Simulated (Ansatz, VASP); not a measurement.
## One calculation of CO2, two programs

```
C O
1.0
     5.62000    0.00000    0.00000
     0.00000    5.62000    0.00000
     0.00000    0.00000    5.62000
C O
4 8
Direct
  0.00000 0.00000 0.00000
  0.50000 0.00000 0.50000
  0.50000 0.50000 0.00000
  0.00000 0.50000 0.50000
  0.12002 0.12002 0.12002
  0.37998 0.87998 0.62002
  0.62002 0.37998 0.87998
  0.87998 0.62002 0.37998
  0.87998 0.87998 0.87998
  0.62002 0.12002 0.37998
  0.37998 0.62002 0.12002
  0.12002 0.37998 0.62002
```

Alike in both runs: functional PBE; k mesh 4 × 4 × 4; occupations fermi-dirac, width 0.02 eV; no spin polarisation.

Ansatz relaxed the structure, and its values are those at the end. VASP's run is a single point on that final structure, the one shown.

|  | VASP | Ansatz |
| --- | --- | --- |
| version | VASP 6.6.1 | Ansatz 0.2.0 |
| potentials or method | VASP PAW PBE potentials, release 64 (C_h, O_h) | plane-wave PAW, scalar-relativistic |
| plane-wave cutoff (eV) | 1340 | 420 |
| valence electrons in the cell | 64 | 64 |

Ansatz gave:

```
gap on the k mesh at the Fermi level (eV) : 6.79
pressure (GPa)                            : 1.4
rms of the force components (eV/Å)        : 0.009
```

Question: Estimate VASP's values.

Answer: gap on the k mesh at the Fermi level (eV): 6.79; pressure (GPa): 1.1; rms of the force components (eV/Å): 0.009.

With one functional, cell and mesh, what is left measures potentials, basis and numerics. Ansatz's warnings: stress scf threshold loose.
